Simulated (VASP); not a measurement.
# AgI (P6_3mc) in VASP: a series of runs

Runs on AgI. Level: PBE. Tasks: density of states, electric field gradients.

Program: VASP 6.6.1. These are calculated values, not measurements. Logs are shortened: lines on timing, memory, paths and dates and some standing lists are left out, and cuts for length are marked.

## (1) The cell of the first run

Symmetry: P6_3mc, No. 186, hexagonal system. The conventional cell has a = 4.580 Å, b = 4.580 Å, c = 7.510 Å, α = 90.00°, β = 90.00°, γ = 120.00°. Ag (site symmetry 3m) has 4 I at 2.81 to 2.82 Å within 3.7 Å. Within 3.7 Å of I (site symmetry 3m) lie 4 Ag at 2.81 to 2.82 Å.

## (2) Density of states, PBE

Input file POSCAR:

```
AgI
1.0
    4.5800015808      0.0000000000      0.0000000000
   -2.2900007904      3.9663977183      0.0000000000
    0.0000000000      0.0000000000      7.5100000000
Ag I
2 2
Direct
    0.3333333333      0.6666666667      0.0000000000
    0.6666666667      0.3333333333      0.5000000000
    0.3333333333      0.6666666667      0.3750000000
    0.6666666667      0.3333333333      0.8750000000
```

Input file INCAR.step1:

```
PREC = Accurate
ENCUT = 400
EDIFF = 1E-6
ISMEAR = -1
SIGMA = 0.02
LREAL = False
LASPH = True
NELM = 120
ALGO = Normal
ISIF = 2
LWAVE = False
LCHARG = True
LMAXMIX = 4
GGA = PE
NBANDS = 26
GGA_COMPAT = False
NEDOS = 2001
LORBIT = 11
```

Input file KPOINTS.step1:

```
regular mesh
0
Gamma
  8 8 4
```

Input file INCAR.step2:

```
PREC = Accurate
ENCUT = 400
EDIFF = 1E-6
ISMEAR = -5
SIGMA = 0.02
LREAL = False
LASPH = True
NELM = 120
ALGO = Normal
ISIF = 2
LWAVE = False
LCHARG = False
LMAXMIX = 4
GGA = PE
LORBIT = 11
NBANDS = 26
NEDOS = 1001
ICHARG = 11
GGA_COMPAT = False
```

Input file KPOINTS.step2:

```
regular mesh
0
Gamma
  12 12 6
```

Potentials or basis: VASP PAW PBE potentials, release 64 (Ag, I).

On the command line:

```console
$ cat potpaw_PBE.64/Ag/POTCAR potpaw_PBE.64/I/POTCAR > POTCAR
$ cp INCAR.step1 INCAR
$ cp KPOINTS.step1 KPOINTS
$ mpirun -np 1 vasp_std > vasp.out
$ cp INCAR.step2 INCAR
$ cp KPOINTS.step2 KPOINTS
$ mpirun -np 1 vasp_std > vasp.out
```

OUTCAR:

```text
PREC = Accurate
   ENCUT = 400
   EDIFF = 1E-6
   ISMEAR = -5
   LREAL = False
   LASPH = True
   NELM = 120
   ISIF = 2
   GGA = PE
   LORBIT = 11
   ICHARG = 11

 ion  position               nearest neighbor table
   1  0.333  0.667  0.000-   4 2.81   4 2.81   4 2.81   3 2.82
   2  0.667  0.333  0.500-   3 2.81   3 2.81   3 2.81   4 2.82
   3  0.333  0.667  0.375-   2 2.81   2 2.81   2 2.81   1 2.82
   4  0.667  0.333  0.875-   1 2.81   1 2.81   1 2.81   2 2.82

  LATTYP: Found a hexagonal cell.
 ALAT       =     4.5800015808
 C/A-ratio  =     1.6397374253

  Lattice vectors:

 A1 = (   4.5800015808,   0.0000000000,   0.0000000000)
 A2 = (  -2.2900007904,   3.9663977183,   0.0000000000)
 A3 = (   0.0000000000,   0.0000000000,   7.5100000000)

Analysis of symmetry for initial positions (statically):
=====================================================================
 Subroutine PRICEL returns:
 Original cell was already a primitive cell.

 Routine SETGRP: Setting up the symmetry group for a
 hexagonal supercell.

 Subroutine GETGRP returns: Found 12 space group operations
 (whereof  6 operations were pure point group operations)
 out of a pool of 24 trial point group operations.

The static configuration has the point symmetry C_3v.
 The point group associated with its full space group is C_6v.

Analysis of symmetry for dynamics (positions and initial velocities):
=====================================================================
 Subroutine PRICEL returns:
 Original cell was already a primitive cell.

 Routine SETGRP: Setting up the symmetry group for a
 hexagonal supercell.

 Subroutine GETGRP returns: Found 12 space group operations
 (whereof  6 operations were pure point group operations)
 out of a pool of 24 trial point group operations.

The dynamic configuration has the point symmetry C_3v.
 The point group associated with its full space group is C_6v.

 Subroutine INISYM returns: Found 12 space group operations
 (whereof  6 operations are pure point group operations),
 and found     1 'primitive' translations

----------------------------------------------------------------------------------------

                                     Primitive cell

  volume of cell :     136.4275

  direct lattice vectors                    reciprocal lattice vectors
     4.580001581  0.000000000  0.000000000     0.218340536  0.126058967  0.000000000
    -2.290000790  3.966397718  0.000000000     0.000000000  0.252117934  0.000000000
     0.000000000  0.000000000  7.510000000     0.000000000  0.000000000  0.133155792

  length of vectors
     4.580001581  4.580001581  7.510000000     0.252117934  0.252117934  0.133155792

  position of ions in fractional coordinates (direct lattice)
     0.333333333  0.666666667  0.000000000
     0.666666667  0.333333333  0.500000000
     0.333333333  0.666666667  0.375000000
     0.666666667  0.333333333  0.875000000

  ion indices of the primitive-cell ions
   primitive index   ion index
                 1           1
                 2           2
                 3           3
                 4           4

----------------------------------------------------------------------------------------

 KPOINTS: regular mesh

Automatic generation of k-mesh.
 Grid dimensions read from file:
 generate k-points for:   12   12    6

 Generating k-lattice:

  Cartesian coordinates                     Fractional coordinates (reciprocal lattice)
     0.018195045  0.010504914  0.000000000     0.083333333 -0.000000000  0.000000000
     0.000000000  0.021009828  0.000000000     0.000000000  0.083333333  0.000000000
     0.000000000  0.000000000  0.022192632     0.000000000  0.000000000  0.166666667

  Length of vectors
     0.021009828  0.021009828  0.022192632

  Shift w.r.t. Gamma in fractional coordinates (k-lattice)
     0.000000000  0.000000000  0.000000000

 TETIRR: Found    879 inequivalent tetrahedra from     5184

 Subroutine IBZKPT returns following result:
 ===========================================

 Found     76 irreducible k-points:

 Following reciprocal coordinates:
            Coordinates               Weight
  0.000000  0.000000  0.000000      1.000000
  0.083333  0.000000  0.000000      6.000000
  0.166667  0.000000  0.000000      6.000000
  0.250000 -0.000000  0.000000      6.000000
  0.333333  0.000000  0.000000      6.000000
  0.416667  0.000000  0.000000      6.000000
[... 16 lines left out ...]
  0.250000 -0.000000  0.166667     12.000000
  0.333333  0.000000  0.166667     12.000000
 [... further k-points ...]
   k-points           NKPTS =     76   k-points in BZ     NKDIM =     76   number of bands    NBANDS=     26
   number of dos      NEDOS =   1001   number of ions     NIONS =      4
   total plane-waves  NPLWV =  45000
   dimension x,y,z NGX =    30 NGY =   30 NGZ =   50
   dimension x,y,z NGXF=    60 NGYF=   60 NGZF=  100
   ions per type =               2   2
   NGX,Y,Z   is equivalent  to a cutoff of  10.89, 10.89, 11.07 a.u.
   NGXF,Y,Z  is equivalent  to a cutoff of  21.78, 21.78, 22.14 a.u.
 SYSTEM =  unknown system
   PREC   = accura    normal or accurate (medium, high low for compatibility)
   ISTART =      0    job   : 0-new  1-cont  2-samecut
   ICHARG =     11    charge: 1-file 2-atom 10-const
   ISPIN  =      1    spin polarized calculation?
   LNONCOLLINEAR =      F non collinear calculations
   LSORBIT =      F    spin-orbit coupling
   LASPH  =      T    aspherical Exc in radial PAW
   ENCUT  =  400.0 eV  29.40 Ry    5.42 a.u.   7.47  7.47 12.25*2*pi/ulx,y,z
   NELM   =    120;   NELMIN=  2; NELMDL=  0     # of ELM steps
   EDIFF  = 0.1E-05   stopping-criterion for ELM
   LREAL  =      F    real-space projection
   EDIFFG = 0.1E-04   stopping-criterion for IOM
   NSW    =      0    number of steps for IOM
   IBRION =     -1    ionic relax: 0-MD 1-quasi-New 2-CG
   NFREE  =      0    steps in history (QN), initial steepest desc. (CG)
   ISIF   =      2    stress and relaxation
   ISYM   =      2    0-nonsym 1-usesym 2-fastsym
   POTIM  = 0.5000    time-step for ionic-motion
   TEBEG  =    0.0;   TEEND  =   0.0 temperature during run
   PSTRESS=    0.0 pullay stress
   NELECT =      36.0000    total number of electrons
   NUPDOWN=      -1.0000    fix difference up-down
   EMIN   =  10.00;   EMAX   =-10.00  energy-range for DOS
   EFERMI =   0.00;   METHOD = LEGACY
   ISMEAR =    -5;   SIGMA  =   0.02  broadening in eV -4-tet -1-fermi 0-gaus
   EFERMI_NEDOS =   21; number of points for ismear=-14 and -15
   IALGO  =     38    algorithm
   IMIX   =      4    mixing-type and parameters
     AMIX     =   0.40;   BMIX     =  1.00
     AMIX_MAG =   1.60;   BMIX_MAG =  1.00
  volume/ion in A,a.u.               =      34.11       230.16
  Fermi-wavevector in a.u.,A,eV,Ry     =   1.050046  1.984300 15.001742  1.102597
  Thomas-Fermi vector in A             =   2.185033
   LORBIT       =     11    0 simple, 1 ext, 2 COOP (PROOUT), +10 PAW based schemes
   GGA     = PE    functional components
   LHFCALC =     F    Hartree Fock is set to
   AEXX    =    0.0000 exact exchange contribution
   IVDW    =     0    specifies the selected vdW correction
   LEPSILON=     F    determine dielectric tensor
   LRPA    =     F    only Hartree local field effects (RPA)
 non-spin polarized calculation
 Fermi weights with tetrahedron method with Bloechl corrections
  energy-cutoff  :      400.00
  volume of cell :      136.43
 maximum number of plane-waves:      2539
 NGX is ok and might be reduce to    30

 number of electron      35.9999993 magnetization

 Free energy of the ion-electron system (eV)
  ---------------------------------------------------
  ext. energy  EPLUGINS =         0.00000000
  ---------------------------------------------------
  free energy    TOTEN  =        -9.52801742 eV

  energy without entropy =       -9.52801742  energy(sigma->0) =       -9.52801742

 E-fermi :   3.1832     XC(G=0):  -8.4450

 val. band max:        3.1821950811   @ k =   0.0000   0.0000   0.0000
 cond. band min:       4.5493520940   @ k =   0.0000   0.0000   0.0000
 fundamental gap:      1.3671570128
 Fermi energy:         3.1832207367

 k-point     1 :       0.0000    0.0000    0.0000
  band No.  band energies     occupation
      1      -9.6516      2.00000
      2      -9.3580      2.00000
      3      -1.0477      2.00000
      4      -1.0477      2.00000
      5      -1.0445      2.00000
      6      -0.9831      2.00000
[... 18 lines left out ...]
     25       9.8302      0.00000
     26      10.5348      0.00000

 k-point     2 :       0.0833    0.0000    0.0000
  band No.  band energies     occupation
      1      -9.6349      2.00000
      2      -9.3494      2.00000
      3      -1.0634      2.00000
      4      -1.0356      2.00000
      5      -1.0314      2.00000
      6      -0.9555      2.00000
[... 18 lines left out ...]
     25       9.9720      0.00000
     26      10.4027      0.00000

 k-point     3 :       0.1667    0.0000    0.0000
  band No.  band energies     occupation
      1      -9.5879      2.00000
      2      -9.3265      2.00000
      3      -1.1034      2.00000
      4      -1.0046      2.00000
      5      -1.0029      2.00000
      6      -0.9146      2.00000
[... 18 lines left out ...]
     25      10.1291      0.00000
     26      10.3706      0.00000

 k-point     4 :       0.2500   -0.0000    0.0000
  band No.  band energies     occupation
      1      -9.5200      2.00000
      2      -9.2972      2.00000
      3      -1.1487      2.00000
      4      -0.9972      2.00000
      5      -0.9601      2.00000
      6      -0.8760      2.00000
[... 18 lines left out ...]
     25      10.2378      0.00000
     26      10.6893      0.00000
[... 496 lines left out ...]
      1      -9.5710      2.00000
      2      -9.3446      2.00000
      3      -1.1210      2.00000
      4      -1.0269      2.00000
      5      -0.9945      2.00000
      6      -0.9628      2.00000
[... 18 lines left out ...]
     25      10.2015      0.00000
     26      10.2481      0.00000

 k-point    23 :       0.2500   -0.0000    0.1667
  band No.  band energies     occupation
      1      -9.5054      2.00000
      2      -9.3124      2.00000
      3      -1.1669      2.00000
      4      -1.0403      2.00000
      5      -0.9497      2.00000
      6      -0.8933      2.00000
[... 18 lines left out ...]
     25      10.2887      0.00000
     26      10.8183      0.00000

 k-point    24 :       0.3333    0.0000    0.1667
  band No.  band energies     occupation
      1      -9.4340      2.00000
      2      -9.2838      2.00000
      3      -1.1960      2.00000
      4      -1.0652      2.00000
      5      -0.9072      2.00000
      6      -0.8100      2.00000
[... 18 lines left out ...]
     25      10.4430      0.00000
     26      11.1497      0.00000

 [... further k-points ...]
[... 5 lines left out ...]
  --------------------------------------------------------------------------------------
  -------------------------------------------------------------------------------------
  Total        1.6087502      1.6087502      1.4881934      0.0000000      0.0000000      0.0000000
  in kB       18.8928451     18.8928451     17.4770503      0.0000000      0.0000000      0.0000000
  external PRESSURE =      18.4209135 kB  Pullay stress =       0.0000000 kB

 VOLUME and BASIS-vectors are now :
 -----------------------------------------------------------------------------
  energy-cutoff  :      400.00
  volume of cell :      136.43
      direct lattice vectors                 reciprocal lattice vectors
     4.580001581  0.000000000  0.000000000     0.218340536  0.126058967  0.000000000
    -2.290000790  3.966397718  0.000000000     0.000000000  0.252117934  0.000000000
     0.000000000  0.000000000  7.510000000     0.000000000  0.000000000  0.133155792

 POSITION                                       TOTAL-FORCE (eV/Angst)
 -----------------------------------------------------------------------------------
     -0.00000      2.64427      0.00000        -0.000000      0.000000      0.020230
      2.29000      1.32213      3.75500         0.000000     -0.000000      0.020230
     -0.00000      2.64427      2.81625         0.000000      0.000000     -0.020230
      2.29000      1.32213      6.57125         0.000000      0.000000     -0.020230
 -----------------------------------------------------------------------------------
    total drift:                               -0.000000     -0.000000      0.000771

  FREE ENERGIE OF THE ION-ELECTRON SYSTEM (eV)
  ---------------------------------------------------
  free  energy   TOTEN  =        -9.5280174183 eV

  energy  without entropy=       -9.5280174183  energy(sigma->0) =       -9.52801742

 total charge

# of ion       s       p       d       tot
------------------------------------------
    1        0.307   0.228   9.296   9.830
    2        0.307   0.228   9.296   9.830
    3        1.498   2.763   0.036   4.297
    4        1.498   2.763   0.036   4.297
--------------------------------------------------
tot          3.609   5.981  18.663  28.254
```

It took 2.4 min on 1 thread of Intel Xeon Platinum 8259CL at 2.50GHz (Skylake/Cascade Lake), shared host; peak memory 0.3 GiB.

What came out:

```
Valence electrons inside the program's atomic spheres : Ag 9.83; I 4.30
```

Levels at points of the mesh, in eV from the valence-band top:
```tsv
k point	band 14	band 15	band 16	band 17	band 18	band 19	band 20	band 21	band 22	band 23
(0.00, 0.00, 0.00)	-0.71	-0.71	-0.08	0.00	0.00	1.37	2.64	5.75	5.75	5.87
(0.50, 0.00, 0.00)	-2.64	-2.22	-1.80	-1.05	-0.73	3.33	3.58	4.79	5.88	6.24
(0.00, 0.00, 0.50)	-1.71	-0.37	-0.37	-0.37	-0.37	2.66	2.66	5.62	5.62	6.05
(0.50, 0.00, 0.50)	-2.83	-1.26	-1.26	-1.26	-1.26	3.25	3.25	4.85	4.85	7.36
```

Caveat: spin-orbit coupling is left out, which moves the levels of the heavy elements.

## (3) Electric field gradients, PBE

Input file INCAR:

```
SYSTEM = AgI
  PREC = Accurate
  ENCUT = 400
  EDIFF = 1E-8
  ISMEAR = -1
  SIGMA = 0.02
  LREAL = .False.
  LASPH = .True.
  NELM = 120
  ALGO = Normal
  ISIF = 2
  LWAVE = .False.
  LCHARG = .False.
  GGA = PE
  LEFG = .True.
  NBANDS = 26
  GGA_COMPAT = .False.
```

Input file KPOINTS:

```
Automatic mesh
0
Gamma
  8 8 4
  0 0 0
```

POSCAR is that of step 2.

Potentials or basis: VASP PAW PBE potentials, release 64 (Ag, I).

On the command line:

```console
$ cat potpaw_PBE.64/Ag/POTCAR potpaw_PBE.64/I/POTCAR > POTCAR
$ mpirun -np 1 vasp_std > vasp.out
```

OUTCAR:

```text
SYSTEM = AgI
   PREC = Accurate
   ENCUT = 400
   EDIFF = 1E-8
   ISMEAR = -1
   LREAL = .False.
   LASPH = .True.
   NELM = 120
   ISIF = 2
   GGA = PE

 ion  position               nearest neighbor table
   1  0.333  0.667  0.000-   4 2.81   4 2.81   4 2.81   3 2.82
   2  0.667  0.333  0.500-   3 2.81   3 2.81   3 2.81   4 2.82
   3  0.333  0.667  0.375-   2 2.81   2 2.81   2 2.81   1 2.82
   4  0.667  0.333  0.875-   1 2.81   1 2.81   1 2.81   2 2.82

  LATTYP: Found a hexagonal cell.
 ALAT       =     4.5800015808
 C/A-ratio  =     1.6397374253

  Lattice vectors:

[... 925 lines left out ...]
 ion       V_xx      V_yy      V_zz      V_xy      V_xz      V_yz
---------------------------------------------------------------------
   1      -0.982    -0.984     1.966    -0.002    -0.000     0.000
   2      -0.982    -0.984     1.966    -0.002     0.000    -0.000
   3      -1.976    -1.976     3.952    -0.001    -0.000     0.000
   4      -1.976    -1.976     3.952    -0.001     0.000    -0.000
---------------------------------------------------------------------

 Electric field gradients after diagonalization (V/A^2)
 (convention: |V_zz| > |V_xx| > |V_yy|)
----------------------------------------------------------------------
 ion       V_xx      V_yy      V_zz     asymmetry (V_yy - V_xx)/ V_zz
----------------------------------------------------------------------
   1      -0.985    -0.980     1.966       0.003
   2      -0.985    -0.980     1.966       0.003
   3      -1.977    -1.975     3.952       0.000
   4      -1.977    -1.975     3.952       0.000
----------------------------------------------------------------------

           NMR quadrupolar parameters

 Cq : quadrupolar parameter    Cq=e*Q*V_zz/h
 eta: asymmetry parameters     (V_yy - V_xx)/ V_zz
 Q  : nuclear electric quadrupole moment in mb (millibarn)
----------------------------------------------------------------------
 ion       Cq(MHz)       eta       Q (mb)
----------------------------------------------------------------------
   1       0.005       0.003       1.000
   2       0.005       0.003       1.000
   3       0.010       0.000       1.000
   4       0.010       0.000       1.000
----------------------------------------------------------------------
```

It took 78 s on 1 thread of Intel Xeon Platinum 8259CL at 2.50GHz (Skylake/Cascade Lake), shared host; peak memory 0.23 GiB.

What came out:

- Free energy: -9.5278 eV
- Pressure: 1.8 GPa
- Largest force: 0.020 eV/Å
- Band gap on the k mesh: 1.37 eV, direct

Forces on the atoms (eV/Å):
```
Ag   0.000  0.000  0.020
Ag   0.000  0.000  0.020
I    0.000  0.000 -0.020
I    0.000  0.000 -0.020
```

Levels at points of the mesh, in eV from the valence-band top:
| k point | band 14 | band 15 | band 16 | band 17 | band 18 | band 19 | band 20 | band 21 | band 22 | band 23 |
| --- | --- | --- | --- | --- | --- | --- | --- | --- | --- | --- |
| (0.00, 0.00, 0.00) | -0.71 | -0.71 | -0.08 | 0.00 | 0.00 | 1.37 | 2.64 | 5.75 | 5.75 | 5.87 |
| (0.50, 0.00, 0.00) | -2.64 | -2.22 | -1.80 | -1.05 | -0.73 | 3.33 | 3.58 | 4.79 | 5.88 | 6.24 |
| (0.00, 0.00, 0.50) | -1.71 | -0.37 | -0.37 | -0.37 | -0.37 | 2.66 | 2.66 | 5.62 | 5.62 | 6.05 |
| (0.50, 0.00, 0.50) | -2.83 | -1.26 | -1.26 | -1.26 | -1.26 | 3.25 | 3.25 | 4.85 | 4.85 | 7.36 |

Electric field gradients, principal values (V/Å²):
```csv
atom,least,middle,greatest (by size)
1 Ag,-0.980,-0.985,1.966
2 Ag,-0.980,-0.985,1.966
3 I,-1.975,-1.977,3.952
4 I,-1.975,-1.977,3.952
```

Caveat: without QUAD_EFG the Cq values of the log hold for a quadrupole moment of 1 mb, not for the nuclei; spin-orbit coupling is left out, which moves the levels of the heavy elements.

(Continued in part 2 of 2.)
